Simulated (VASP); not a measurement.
Here is a VASP 6.6.1 calculation.

INCAR

```
PREC     = Accurate       # precision mode
ENCUT    = 520            # plane-wave cutoff, eV
EDIFF    = 1E-6           # SCF threshold, eV
ISMEAR   = 0              # smearing method
SIGMA    = 0.15           # smearing width, eV
LREAL    = F              # projectors in reciprocal space
LASPH    = T              # aspherical terms in the spheres
NELM     = 150            # most SCF steps
ALGO     = Normal         # electronic algorithm
ISIF     = 2              # what is computed and relaxed
LWAVE    = F              # write WAVECAR
LCHARG   = F              # write CHGCAR
ISPIN    = 2              # spin polarisation
MAGMOM   = 0.5 0.5 0.5 0  # initial moments
LORBIT   = 11             # projections on sites
NUPDOWN  = 1.5            # fixed moment
LMAXMIX  = 4              # l up to which the mixer works
GGA      = PS             # functional
NBANDS   = 32             # bands
```

Contents of KPOINTS:

```
Automatic mesh
0
Gamma
  12 12 12
```

POSCAR

```
Ti3Al
1.0
    0.0000000000      3.1911121595      3.1911121595
    3.1911121595      0.0000000000      3.1911121595
    3.1911121595      3.1911121595      0.0000000000
Ti Al
3 1
Direct
    0.7500000000      0.7500000000      0.7500000000
    0.2500000000      0.2500000000      0.2500000000
    0.0000000000      0.0000000000      0.0000000000
    0.5000000000      0.5000000000      0.5000000000
```

Potentials or basis: VASP PAW PBE potentials, release 64 (Ti_sv, Al).

The run is started by

```sh
$ cat potpaw_PBE.64/Ti_sv/POTCAR potpaw_PBE.64/Al/POTCAR > POTCAR
$ mpirun -np 1 vasp_std > vasp.out
```

Problem. Predict the pressure.

Solution. -0.1 GPa.

Caveat: the PAW data sets were made with another functional, which shifts forces and pressure a little; the total moment is fixed, so each spin has its own Fermi level and the state may be an excited one.
